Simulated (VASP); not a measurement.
Crystal: ScAl3.

```
Al Sc
1.0
     4.10000    0.00000    0.00000
     0.00000    4.10000    0.00000
     0.00000    0.00000    4.10000
Al Sc
3 1
Direct
  0.00000 0.50000 0.50000
  0.50000 0.00000 0.50000
  0.50000 0.50000 0.00000
  0.00000 0.00000 0.00000
```

```yaml
Program: VASP 6.6.1
Task: relaxation of cell and atoms
Functional: LDA
Potentials_or_basis: VASP PAW LDA potentials, release 64 (Al, Sc_sv)
Cutoff: 600 eV
k_mesh: 14 × 14 × 14
Occupations: gaussian, width 0.1 eV
Spin: no spin polarisation
```

At the start: pressure -4.2 GPa; volume 17.23 Å³/atom.

How do energy, volume and symmetry change on relaxing?

Over 3 steps the energy falls by 11.1 meV/atom and the volume is 16.42 Å³/atom (-4.7 %); space group Pm-3m (No. 221, to 0.05 Å).

Step by step:
```tsv
step	energy change (eV)	largest force (eV/Å)	pressure (GPa)	volume (Å³)
1	0.0000	0.0000	-4.23	68.92
2	-0.0378	0.0000	1.82	64.48
3	-0.0446	0.0000	-0.01	65.67
```

Final structure:
```yaml
crystal:
  lattice:
    - [4.03454, 0.00000, 0.00000]
    - [0.00000, 4.03454, 0.00000]
    - [0.00000, 0.00000, 4.03454]
  atoms:
    - { symbol: Al, position: [0.00000, 0.50000, 0.50000] }
    - { symbol: Al, position: [0.50000, 0.00000, 0.50000] }
    - { symbol: Al, position: [0.50000, 0.50000, 0.00000] }
    - { symbol: Sc, position: [0.00000, 0.00000, 0.00000] }
```
